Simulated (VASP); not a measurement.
## VCoCl2O6: single point with r2SCAN

VCoCl2O6:

```
Cl Co O V
1.0
     0.00000    3.80627    3.80627
     3.80627    0.00000    3.80627
     3.80627    3.80627    0.00000
Cl Co O V
2 1 6 1
Direct
  0.25000 0.25000 0.25000
  0.75000 0.75000 0.75000
  0.00000 0.00000 0.00000
  0.73800 0.26200 0.26200
  0.26200 0.73800 0.26200
  0.26200 0.73800 0.73800
  0.73800 0.26200 0.73800
  0.26200 0.26200 0.73800
  0.73800 0.73800 0.26200
  0.50000 0.50000 0.50000
```

| Item | Value |
| --- | --- |
| Program | VASP 6.6.1 |
| Task | single point |
| Functional | r2SCAN |
| Potentials or basis | VASP PAW PBE potentials, release 64 (Cl, Co, O, V_sv) |
| Cutoff | 520 eV |
| k mesh | 8 × 8 × 8 |
| Occupations | gaussian, width 0.1121 eV |
| Spin | no spin polarisation |
| Dipole correction | no |
| Further INCAR settings | ALGO = Normal; EDIFF = 1e-07; NBANDS = 47 |

```json
{
  "Pressure": "-4.5 GPa",
  "Largest force": "2.911 eV/Å",
  "Band gap on the k mesh": "zero (bands 36 and 37 overlap by 0.24 eV)"
}
```

Forces in eV/Å, atoms in the order of the input:
```
Cl   0.000  0.000  0.000
Cl   0.000  0.000  0.000
Co   0.000  0.000  0.000
O   -2.911  0.000  0.000
O    0.000 -2.911  0.000
O    2.911  0.000  0.000
O    0.000  2.911  0.000
O    0.000  0.000 -2.911
O    0.000  0.000  2.911
V    0.000  0.000  0.000
```

Levels at points of the mesh, in eV from the Fermi level:
```csv
k point,band 34,band 35,band 36,band 37,band 38,band 39
"(0.00, 0.00, 0.00)",-0.23,-0.23,-0.23,0.18,0.18,0.61
"(0.50, 0.00, 0.00)",-0.65,-0.63,-0.01,-0.01,0.53,0.53
"(0.50, 0.50, 0.00)",-1.17,-0.26,0.17,0.17,0.19,0.36
```

It took 12 min on 1 thread of Intel(R) Xeon(R) Platinum 8259CL CPU @ 2.50GHz (Skylake/Cascade Lake), on a shared host, peak memory 0.35 GiB.

Caveat: the cell stands under tension; the PAW data sets were made with another functional, which shifts forces and pressure a little; the run has no spin polarisation, though such a crystal can be magnetic; semilocal functionals often make such compounds metallic where correlation or magnetic order opens a gap, which also shifts bond lengths. With open d or f shells a metallic result of r2SCAN can be an artefact of self-interaction; +U or a hybrid may open a gap.
